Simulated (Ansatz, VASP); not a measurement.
# One calculation of CdBr, two programs

```
Cd Br
1.0
     0.00000    3.07239    3.07239
     3.07239    0.00000    3.07239
     3.07239    3.07239    0.00000
Cd Br
1 1
Direct
  0.00000 0.00000 0.00000
  0.50000 0.50000 0.50000
```

Alike in both runs: task single point; functional PBE; k mesh 8 × 8 × 8; occupations fermi-dirac, width 0.05 eV; no spin polarisation.

|  | VASP | Ansatz |
| --- | --- | --- |
| version | VASP 6.6.1 | Ansatz 0.2.0 |
| potentials or method | VASP PAW PBE potentials, release 64 (Cd, Br), cutoff 520 eV | all-electron LAPW, scalar-relativistic |

Ansatz gave:

| Property | Result |
| --- | --- |
| gap on the k mesh at the Fermi level (eV) | none |
| pressure (GPa) | 1.1 |

Which values does VASP return?

gap on the k mesh at the Fermi level (eV): none; pressure (GPa): 1.2.

A gap of «none» marks a metal or a gap that the smearing closes. Ansatz ran all-electron here, and VASP with PAW potentials.
